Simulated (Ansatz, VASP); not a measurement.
**Pd: VASP beside Ansatz**

```
Pd
1.0
     2.49495    0.00000    0.00000
    -1.24747    2.16069    0.00000
     0.00000    0.00000    4.14879
Pd
2
Direct
  0.66667 0.33333 0.75000
  0.33333 0.66667 0.25000
```

Change from the starting cell: volume scaled by 0.72, no spin polarisation, PAW files.

Alike in both runs: task single point; functional PBE; k mesh 14 × 14 × 7; occupations fermi-dirac, width 0.05 eV; no spin polarisation.

|  | VASP | Ansatz |
| --- | --- | --- |
| version | VASP 6.6.1 | Ansatz 0.2.0 |
| potentials or method | VASP PAW PBE potentials, release 64 (Pd) | PAW with Ansatz's default frozen-core files, scalar-relativistic |
| plane-wave cutoff (eV) | 520 | 420 |
| valence electrons in the cell | 20 | 36 |

```csv
,VASP,Ansatz,Ansatz less VASP
pressure (GPa),124.8,125.4,+0.54
"traceless stress, the component that is largest in VASP (GPa)",0.20,0.20,+0.003
```

Both programs put the cell under a high pressure, so it lies far from rest at this level. With one functional, cell and mesh, what is left measures potentials, basis and numerics. VASP's potentials hold 20 valence electrons a cell and Ansatz's 36, so a difference there can come from the potentials and not from the codes.

Noted on VASP's run: the cell as given lies far from equilibrium.
